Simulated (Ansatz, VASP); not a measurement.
## One calculation of BiAu, two programs

```
CELL_PARAMETERS angstrom
0.00000 2.94076 2.94076
2.94076 0.00000 2.94076
2.94076 2.94076 0.00000
ATOMIC_POSITIONS crystal
Au 0.50000 0.50000 0.50000
Bi 0.00000 0.00000 0.00000
```

Alike in both runs: task single point; functional r2SCAN; k mesh 10 × 10 × 10; occupations gaussian, width 0.05 eV; no spin polarisation.

```csv
,VASP,Ansatz
version,VASP 6.6.1,Ansatz 0.2.0
potentials or method,"VASP PAW PBE potentials, release 64 (Au, Bi_d), cutoff 520 eV","scalar-relativistic, plane waves, PAW"
valence electrons in the cell,26,34
```

```csv
,VASP,Ansatz,Ansatz less VASP
gap on the k mesh at the Fermi level (eV),none,none,-
pressure (GPa),0.0,0.0,-0.02
```

VASP's potentials were made for PBE, not for r2SCAN. A gap of «none» marks a metal or a gap that the smearing closes. VASP's potentials hold 26 valence electrons a cell and Ansatz's 34, so a difference there can come from the potentials and not from the codes.

Neither program's run includes spin-orbit coupling.
